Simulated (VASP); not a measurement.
# Na3F2 (P-3m1) in VASP: notebook, part 2 of 2

VASP 6.6.1.

## 5. Single point, PBE

This run uses another cell than the first one, of 24.29 Å³/atom.

INCAR

```
ALGO = Normal
EDIFF = 1E-6
ENCUT = 520
GGA = PE
ISIF = 2
ISMEAR = 0
LASPH = T
LCHARG = F
LREAL = F
LWAVE = F
NBANDS = 26
NELM = 80
PREC = Accurate
SIGMA = 0.1
```

KPOINTS

```
k-points
0
Gamma
  12 12 6
```

POSCAR

```
Na3F2
1.0
    3.8126958633      0.0000000000      0.0000000000
   -1.9063479316      3.3018914745      0.0000000000
    0.0000000000      0.0000000000      9.6470372790
Na F
3 2
Direct
    0.0000000000      0.0000000000      0.0000000000
    0.3333333333      0.6666666667      0.6200527160
    0.6666666667      0.3333333333      0.3799472840
    0.3333333333      0.6666666667      0.3759578952
    0.6666666667      0.3333333333      0.6240421048
```

Potentials or basis: VASP PAW PBE potentials, release 64 (Na_pv, F).

The run is started by

```sh
$ cat potpaw_PBE.64/Na_pv/POTCAR potpaw_PBE.64/F/POTCAR > POTCAR
$ mpirun -np 1 vasp_std > vasp.out
```

OUTCAR:

```text
EDIFF = 1E-6
   ENCUT = 520
   GGA = PE
   ISIF = 2
   ISMEAR = 0
   LASPH = T
   LREAL = F
   NELM = 80
   PREC = Accurate

 ion  position               nearest neighbor table
   1  0.000  0.000  0.000-
   2  0.333  0.667  0.620-   5 2.20   5 2.20   5 2.20
   3  0.667  0.333  0.380-   4 2.20   4 2.20   4 2.20
   4  0.333  0.667  0.376-   3 2.20   3 2.20   3 2.20
   5  0.667  0.333  0.624-   2 2.20   2 2.20   2 2.20

  LATTYP: Found a hexagonal cell.
 ALAT       =     3.8126958633
 C/A-ratio  =     2.5302404453

  Lattice vectors:

 A1 = (   3.8126958633,   0.0000000000,   0.0000000000)
 A2 = (  -1.9063479316,   3.3018914745,   0.0000000000)
 A3 = (   0.0000000000,   0.0000000000,   9.6470372790)

Analysis of symmetry for initial positions (statically):
=====================================================================
 Subroutine PRICEL returns:
 Original cell was already a primitive cell.

 Routine SETGRP: Setting up the symmetry group for a
 hexagonal supercell.

 Subroutine GETGRP returns: Found 12 space group operations
 (whereof 12 operations were pure point group operations)
 out of a pool of 24 trial point group operations.

The static configuration has the point symmetry D_3d.

Analysis of symmetry for dynamics (positions and initial velocities):
=====================================================================
 Subroutine PRICEL returns:
 Original cell was already a primitive cell.

 Routine SETGRP: Setting up the symmetry group for a
 hexagonal supercell.

 Subroutine GETGRP returns: Found 12 space group operations
 (whereof 12 operations were pure point group operations)
 out of a pool of 24 trial point group operations.

The dynamic configuration has the point symmetry D_3d.

[... 120 lines left out ...]
   EFERMI_NEDOS =   21; number of points for ismear=-14 and -15
   IALGO  =     38    algorithm
   IMIX   =      4    mixing-type and parameters
     AMIX     =   0.40;   BMIX     =  1.00
     AMIX_MAG =   1.60;   BMIX_MAG =  1.00
  volume/ion in A,a.u.               =      24.29       163.91
  Fermi-wavevector in a.u.,A,eV,Ry     =   1.081354  2.043463 15.909651  1.169326
  Thomas-Fermi vector in A             =   2.217368
   LORBIT       =      0    0 simple, 1 ext, 2 COOP (PROOUT), +10 PAW based schemes
   GGA     = PE    functional components
   LHFCALC =     F    Hartree Fock is set to
   AEXX    =    0.0000 exact exchange contribution
   IVDW    =     0    specifies the selected vdW correction
   LEPSILON=     F    determine dielectric tensor
   LRPA    =     F    only Hartree local field effects (RPA)
 non-spin polarized calculation
 Gauss-broadening in eV      SIGMA  =   0.10
  energy-cutoff  :      520.00
  volume of cell :      121.45
 maximum number of plane-waves:      3303
   NGX = 15   NGY = 15   NGZ = 35

 number of electron      34.9999972 magnetization

 Free energy of the ion-electron system (eV)
  ---------------------------------------------------
  ext. energy  EPLUGINS =         0.00000000
  ---------------------------------------------------
  free energy    TOTEN  =       -17.66744547 eV

  energy without entropy =      -17.66333217  energy(sigma->0) =      -17.66538882

 E-fermi :   0.2661     XC(G=0):  -6.6624

 val. band max:        0.2014928115   @ k =   0.2500   0.1667   0.5000
 cond. band min:       0.3661094284   @ k =   0.3333   0.0833   0.0000
 fundamental gap:      0.1646166169
 Fermi energy:         0.2660642059

 k-point     1 :       0.0000    0.0000    0.0000
  band No.  band energies     occupation
      1     -25.0147      2.00000
      2     -24.9753      2.00000
      3     -24.9753      2.00000
      4     -23.2927      2.00000
      5     -23.2369      2.00000
      6     -23.1293      2.00000
[... 685 lines left out ...]
     25       9.7935      0.00000
     26      10.1408      0.00000

 [... further k-points ...]

------------------------ aborting loop because EDIFF is reached ----------------------------------------

  FORCE on cell =-STRESS in cart. coord.  units (eV):
  Direction    XX          YY          ZZ          XY          YZ          ZX
  --------------------------------------------------------------------------------------
  -------------------------------------------------------------------------------------
  Total       -0.0084112     -0.0084112     -0.0494992     -0.0000000      0.0000000     -0.0000000
  in kB       -0.1109639     -0.1109639     -0.6530107     -0.0000000      0.0000000     -0.0000000
  external PRESSURE =      -0.2916462 kB  Pullay stress =       0.0000000 kB

 VOLUME and BASIS-vectors are now :
 -----------------------------------------------------------------------------
  energy-cutoff  :      520.00
  volume of cell :      121.45
      direct lattice vectors                 reciprocal lattice vectors
     3.812695863  0.000000000  0.000000000     0.262281608  0.151428357  0.000000000
    -1.906347932  3.301891475  0.000000000     0.000000000  0.302856713  0.000000000
     0.000000000  0.000000000  9.647037279     0.000000000  0.000000000  0.103658768

 POSITION                                       TOTAL-FORCE (eV/Angst)
 -----------------------------------------------------------------------------------
      0.00000      0.00000      0.00000         0.000000      0.000000      0.000000
     -0.00000      2.20126      5.98167         0.000000     -0.000000      0.006408
      1.90635      1.10063      3.66537         0.000000      0.000000     -0.006408
     -0.00000      2.20126      3.62688        -0.000000     -0.000000     -0.002291
      1.90635      1.10063      6.02016         0.000000      0.000000      0.002291
 -----------------------------------------------------------------------------------
    total drift:                                0.000000     -0.000000      0.000000

  FREE ENERGIE OF THE ION-ELECTRON SYSTEM (eV)
  ---------------------------------------------------
  free  energy   TOTEN  =       -17.6674454700 eV

  energy  without entropy=      -17.6633321698  energy(sigma->0) =      -17.66538882
```

Wall time 3 min (1 thread of AMD EPYC 7R13 (Zen 3), shared host); peak memory 0.34 GiB.

What came out:

```
Free energy            : -17.6674 eV
Pressure               : 0.0 GPa
Largest force          : 0.006 eV/Å
Band gap on the k mesh : zero (an odd number of electrons rules out a gap without spin polarisation)
```

Forces in eV/Å, atoms in the order of the input:
```
Na   0.000  0.000  0.000
Na   0.000  0.000  0.006
Na   0.000  0.000 -0.006
F    0.000  0.000 -0.002
F    0.000  0.000  0.002
```

Caveat: an odd number of electrons without spin polarisation forces a metal; a magnetic or distorted state may lie lower.

## 6. Overview

```csv
cell,k mesh,gap on the mesh (eV),pressure (GPa),largest force (eV/Å)
"a = 3.926, b = 3.926, c = 6.108 Å, angles 90.0, 90.0, 120.0°, 5 atoms, atomic positions A",6 × 6 × 4,none,2.1,0.23
"a = 3.813, b = 3.813, c = 9.647 Å, angles 90.0, 90.0, 120.0°, 5 atoms, atomic positions B",6 × 6 × 4,none,0.0,0.01
"a = 3.813, b = 3.813, c = 9.647 Å, angles 90.0, 90.0, 120.0°, 5 atoms, atomic positions B",12 × 12 × 4,none,0.0,0.01
"a = 3.813, b = 3.813, c = 9.647 Å, angles 90.0, 90.0, 120.0°, 5 atoms, atomic positions B",12 × 12 × 6,none,0.0,0.01
```

Alike in all rows: task single point; level PBE; potentials or basis VASP PAW PBE potentials, release 64 (Na_pv, F); no spin polarisation; cutoff (eV) 520; smearing gaussian 0.1 eV.

Caveats: an odd number of electrons without spin polarisation forces a metal; a magnetic or distorted state may lie lower.

Absolute energies hang on the potentials; compare differences alone.
